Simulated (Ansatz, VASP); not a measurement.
Two plane-wave programs on W3N4

File INCAR:

```
SYSTEM = W3N4
ALGO     = Normal         ! electronic algorithm
EDIFF    = 1E-6           ! SCF threshold, eV
ENCUT    = 520            ! plane-wave cutoff, eV
GGA      = PE             ! functional
ISIF     = 2              ! what is computed and relaxed
ISMEAR   = 0              ! smearing method
ISPIN    = 2              ! spin polarisation
LASPH    = .True.         ! aspherical terms in the spheres
LCHARG   = .False.        ! write CHGCAR
LMAXMIX  = 4              ! l up to which the mixer works
LORBIT   = 11             ! projections on sites
LREAL    = .False.        ! projectors in reciprocal space
LWAVE    = .False.        ! write WAVECAR
MAGMOM   = 0 0 0 0 0 0 0  ! initial moments
NBANDS   = 44             ! bands
NELM     = 150            ! most SCF steps
PREC     = Accurate       ! precision mode
SIGMA    = 0.1            ! smearing width, eV
```

Contents of KPOINTS:

```
k-points
0
Gamma
  4 4 4
  0 0 0
```

Contents of POSCAR:

```
W3N4
1.0
    4.6741603900      0.0000000000      0.0000000000
    0.0000000000      4.6741603900      0.0000000000
    0.0000000000      0.0000000000      4.6741603900
W N
3 4
Direct
    0.0000000000      0.0000000000      0.5000000000
    0.5000000000      0.0000000000      0.0000000000
    0.0000000000      0.5000000000      0.0000000000
    0.2842946100      0.7157053900      0.2842946100
    0.7157053900      0.2842946100      0.2842946100
    0.2842946100      0.2842946100      0.7157053900
    0.7157053900      0.7157053900      0.7157053900
```

Input for Ansatz:

```yaml
crystal:
  lattice:
    - [4.67416039, 0.0, 0.0]
    - [0.0, 4.67416039, 0.0]
    - [0.0, 0.0, 4.67416039]
  atoms:
    - { symbol: W, position: [0.0, 0.0, 0.5] }
    - { symbol: W, position: [0.5, 0.0, 0.0] }
    - { symbol: W, position: [0.0, 0.5, 0.0] }
    - { symbol: "N", position: [0.28429461, 0.71570539, 0.28429461] }
    - { symbol: "N", position: [0.71570539, 0.28429461, 0.28429461] }
    - { symbol: "N", position: [0.28429461, 0.28429461, 0.71570539] }
    - { symbol: "N", position: [0.71570539, 0.71570539, 0.71570539] }
basis:
  ecutwfc: 420
kpoints:
  mp_grid: { grid: [4, 4, 4] }
hamiltonian:
  xc: pbe
scf:
  occupations: { method: gaussian, width: 0.1 }
  lower_state_search: "off"
output:
  forces: true
  stress: true
  eigenvalues: true
  populations: true
magnetization:
  spin_polarized: true
```

Change from the starting cell: species swapped into the Sn3As4 type (P-43m, No. 215).

Alike in both runs: task single point; functional PBE; k mesh 4 × 4 × 4; occupations gaussian, width 0.1 eV; collinear spin.

|  | VASP | Ansatz |
| --- | --- | --- |
| version | VASP 6.6.1 | Ansatz 0.2.0 |
| potentials or method | VASP PAW PBE potentials, release 64 (W_sv, N), cutoff 520 eV | scalar-relativistic, plane waves, PAW |
| valence electrons in the cell | 62 | 62 |

```csv
,VASP,Ansatz,Ansatz less VASP
gap on the k mesh at the Fermi level (eV),none,none,-
rms of the force components (eV/Å),1.689,1.713,+0.0247
```

Atom by atom the forces differ by 0.025 eV/Å (rms over components). A gap of «none» marks a metal or a gap that the smearing closes. Ansatz's warnings: no starting moments, stability check not made.

Neither program's run includes spin-orbit coupling.
